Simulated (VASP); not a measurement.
# YZr2Sb3 (P6/mmm) in VASP: single point with PBE

Aim: the single point of YZr2Sb3 with PBE.

Program: VASP 6.6.1. These are calculated values, not measurements. Logs are shortened: lines on timing, memory, paths and dates and some standing lists are left out, and cuts for length are marked.

**1. The cell of the first run**

The structure is hexagonal, space group P6/mmm (No. 191). The conventional cell has a = 5.897 Å, b = 5.897 Å, c = 4.632 Å, α = 90.00°, β = 90.00°, γ = 120.00°. Within 4.7 Å of Y (site symmetry 6/mmm) lie 6 Zr at 3.40 Å and 12 Sb at 3.75 Å and 2 Y at 4.63 Å. Within 3.8 Å of Zr (site symmetry -6m2) lie 6 Sb at 2.87 Å and 3 Zr at 3.40 Å and 3 Y at 3.40 Å. Within 3.8 Å of Sb (site symmetry mmm) lie 4 Zr at 2.87 Å and 4 Sb at 2.95 Å and 4 Y at 3.75 Å.

The cell was built from a structure type or drawn by symmetry, and may not be a known phase.

**2. Single point, PBE**

The input, INCAR:

```
SYSTEM = YZr2Sb3
ALGO = Normal
EDIFF = 1E-7
ENCUT = 520
GGA = PE
ISIF = 2
ISMEAR = 0
LASPH = .TRUE.
LCHARG = .FALSE.
LREAL = .FALSE.
LWAVE = .FALSE.
NBANDS = 34
NELM = 60
PREC = Accurate
SIGMA = 0.1
```

The input, KPOINTS:

```
k-points
0
G
  3 3 4
  0 0 0
```

The input, POSCAR:

```
YZr2Sb3
1.0
    5.8973812900      0.0000000000      0.0000000000
   -2.9486906500      5.1072820200      0.0000000000
    0.0000000000      0.0000000000      4.6320237700
Y Zr Sb
1 2 3
Direct
    0.0000000000      0.0000000000      0.0000000000
    0.3333333300      0.6666666700      0.0000000000
    0.6666666700      0.3333333300      0.0000000000
    0.5000000000      0.0000000000      0.5000000000
    0.5000000000      0.5000000000      0.5000000000
    0.0000000000      0.5000000000      0.5000000000
```

Potentials or basis: VASP PAW PBE potentials, release 64 (Y_sv, Zr_sv, Sb).

On the command line:

```console
> cat potpaw_PBE.64/Y_sv/POTCAR potpaw_PBE.64/Zr_sv/POTCAR potpaw_PBE.64/Sb/POTCAR > POTCAR
> mpirun -np 1 vasp_std > vasp.out
```

OUTCAR:

```text
SYSTEM = YZr2Sb3
   EDIFF = 1E-7
   ENCUT = 520
   GGA = PE
   ISIF = 2
   ISMEAR = 0
   LASPH = .TRUE.
   LREAL = .FALSE.
   NELM = 60
   PREC = Accurate

 ion  position               nearest neighbor table
   1  0.000  0.000  0.000-   2 3.40   3 3.40   3 3.40   2 3.40   3 3.40   2 3.40   4 3.75   4 3.75
                             4 3.75   4 3.75   5 3.75   5 3.75   5 3.75   5 3.75   6 3.75   6 3.75
   2  0.333  0.667  0.000-   6 2.87   6 2.87   4 2.87   4 2.87   5 2.87   5 2.87   3 3.40   1 3.40
                             3 3.40   1 3.40   1 3.40   3 3.40
   3  0.667  0.333  0.000-   6 2.87   6 2.87   4 2.87   4 2.87   5 2.87   5 2.87   2 3.40   1 3.40
                             2 3.40   1 3.40   1 3.40   2 3.40
   4  0.500  0.000  0.500-   2 2.87   3 2.87   2 2.87   3 2.87   6 2.95   6 2.95   5 2.95   5 2.95
                             1 3.75   1 3.75   1 3.75   1 3.75
   5  0.500  0.500  0.500-   2 2.87   3 2.87   2 2.87   3 2.87   6 2.95   6 2.95   4 2.95   4 2.95
                             1 3.75   1 3.75   1 3.75   1 3.75
   6  0.000  0.500  0.500-   2 2.87   3 2.87   2 2.87   3 2.87   5 2.95   5 2.95   4 2.95   4 2.95
                             1 3.75   1 3.75   1 3.75   1 3.75

  LATTYP: Found a hexagonal cell.
 ALAT       =     5.8973812900
 C/A-ratio  =     0.7854373903

  Lattice vectors:

 A1 = (   5.8973812900,   0.0000000000,   0.0000000000)
 A2 = (  -2.9486906500,   5.1072820200,   0.0000000000)
 A3 = (   0.0000000000,   0.0000000000,   4.6320237700)

Analysis of symmetry for initial positions (statically):
=====================================================================
 Subroutine PRICEL returns:
 Original cell was already a primitive cell.

 Routine SETGRP: Setting up the symmetry group for a
 hexagonal supercell.

 Subroutine GETGRP returns: Found 24 space group operations
 (whereof 24 operations were pure point group operations)
 out of a pool of 24 trial point group operations.

The static configuration has the point symmetry D_6h.

Analysis of symmetry for dynamics (positions and initial velocities):
=====================================================================
 Subroutine PRICEL returns:
 Original cell was already a primitive cell.

 Routine SETGRP: Setting up the symmetry group for a
 hexagonal supercell.

 Subroutine GETGRP returns: Found 24 space group operations
 (whereof 24 operations were pure point group operations)
 out of a pool of 24 trial point group operations.

The dynamic configuration has the point symmetry D_6h.

[... 93 lines left out ...]
   NSW    =      0    number of steps for IOM
   IBRION =     -1    ionic relax: 0-MD 1-quasi-New 2-CG
   NFREE  =      0    steps in history (QN), initial steepest desc. (CG)
   ISIF   =      2    stress and relaxation
   ISYM   =      2    0-nonsym 1-usesym 2-fastsym
   POTIM  = 0.5000    time-step for ionic-motion
   TEBEG  =    0.0;   TEEND  =   0.0 temperature during run
   PSTRESS=    0.0 pullay stress
   NELECT =      50.0000    total number of electrons
   NUPDOWN=      -1.0000    fix difference up-down
   EMIN   =  10.00;   EMAX   =-10.00  energy-range for DOS
   EFERMI =   0.00;   METHOD = LEGACY
   ISMEAR =     0;   SIGMA  =   0.10  broadening in eV -4-tet -1-fermi 0-gaus
   EFERMI_NEDOS =   21; number of points for ismear=-14 and -15
   IALGO  =     38    algorithm
   IMIX   =      4    mixing-type and parameters
     AMIX     =   0.40;   BMIX     =  1.00
     AMIX_MAG =   1.60;   BMIX_MAG =  1.00
  volume/ion in A,a.u.               =      23.25       156.92
  Fermi-wavevector in a.u.,A,eV,Ry     =   1.162853  2.197474 18.398173  1.352228
  Thomas-Fermi vector in A             =   2.299410
   LORBIT       =      0    0 simple, 1 ext, 2 COOP (PROOUT), +10 PAW based schemes
   GGA     = PE    functional components
   LHFCALC =     F    Hartree Fock is set to
   AEXX    =    0.0000 exact exchange contribution
   IVDW    =     0    specifies the selected vdW correction
   LEPSILON=     F    determine dielectric tensor
   LRPA    =     F    only Hartree local field effects (RPA)
 non-spin polarized calculation
 Gauss-broadening in eV      SIGMA  =   0.10
  energy-cutoff  :      520.00
  volume of cell :      139.51
 maximum number of plane-waves:      3786
 NGX is ok and might be reduce to    48
   NGX = 21   NGY = 21   NGZ = 17

 number of electron      49.9999999 magnetization

 Free energy of the ion-electron system (eV)
  ---------------------------------------------------
  ext. energy  EPLUGINS =         0.00000000
  ---------------------------------------------------
  free energy    TOTEN  =       -36.70700642 eV

  energy without entropy =      -36.69293858  energy(sigma->0) =      -36.69997250

 E-fermi :   9.5220     XC(G=0): -10.8169

 val. band max:        9.4907358787   @ k =   0.0000   0.0000   0.2500
 cond. band min:       9.5267548876   @ k =   0.3333  -0.0000   0.5000
 fundamental gap:      0.0360190089
 Fermi energy:         9.5219756168

 k-point     1 :       0.0000    0.0000    0.0000
  band No.  band energies     occupation
      1     -39.3296      2.00000
      2     -39.2939      2.00000
      3     -33.7298      2.00000
      4     -17.6623      2.00000
      5     -17.5695      2.00000
      6     -17.5156      2.00000
[... 322 lines left out ...]
     33      12.0084      0.00000
     34      12.3083      0.00000

------------------------ aborting loop because EDIFF is reached ----------------------------------------

  FORCE on cell =-STRESS in cart. coord.  units (eV):
  Direction    XX          YY          ZZ          XY          YZ          ZX
  --------------------------------------------------------------------------------------
  -------------------------------------------------------------------------------------
  Total       12.5674857     12.5674858      6.5617527     -0.0000000      0.0000000      0.0000000
  in kB      144.3241993    144.3241997     75.3547464     -0.0000001      0.0000000      0.0000000
  external PRESSURE =     121.3343818 kB  Pullay stress =       0.0000000 kB

 VOLUME and BASIS-vectors are now :
 -----------------------------------------------------------------------------
  energy-cutoff  :      520.00
  volume of cell :      139.51
      direct lattice vectors                 reciprocal lattice vectors
     5.897381290  0.000000000  0.000000000     0.169566787  0.097899430  0.000000000
    -2.948690650  5.107282020  0.000000000     0.000000000  0.195798861  0.000000000
     0.000000000  0.000000000  4.632023770     0.000000000  0.000000000  0.215888357

 POSITION                                       TOTAL-FORCE (eV/Angst)
 -----------------------------------------------------------------------------------
      0.00000      0.00000      0.00000         0.000000      0.000000     -0.000000
     -0.00000      3.40485      0.00000         0.000000      0.000000      0.000000
      2.94869      1.70243      0.00000        -0.000000      0.000000     -0.000000
      2.94869      0.00000      2.31601         0.000000      0.000000     -0.000000
      1.47435      2.55364      2.31601         0.000000      0.000000     -0.000000
     -1.47435      2.55364      2.31601         0.000000      0.000000     -0.000000
 -----------------------------------------------------------------------------------
    total drift:                               -0.000000      0.000000     -0.000000

  FREE ENERGIE OF THE ION-ELECTRON SYSTEM (eV)
  ---------------------------------------------------
  free  energy   TOTEN  =       -36.7070064186 eV

  energy  without entropy=      -36.6929385830  energy(sigma->0) =      -36.69997250
```

Run time: 68 s. Hardware: 1 thread of Intel Xeon Platinum 8488C (Sapphire Rapids), shared host; peak memory 0.29 GiB.

Results:

| Item | Value |
| --- | --- |
| Free energy | -36.7070 eV |
| Pressure | 12.1 GPa |
| Band gap on the k mesh | zero (bands 25 and 26 overlap by 1.24 eV) |

Caveat: the k points lie up to 0.41 Å⁻¹ apart, too coarse for converged energies and pressures of a metal; spin-orbit coupling is left out, which moves the levels of the heavy elements.
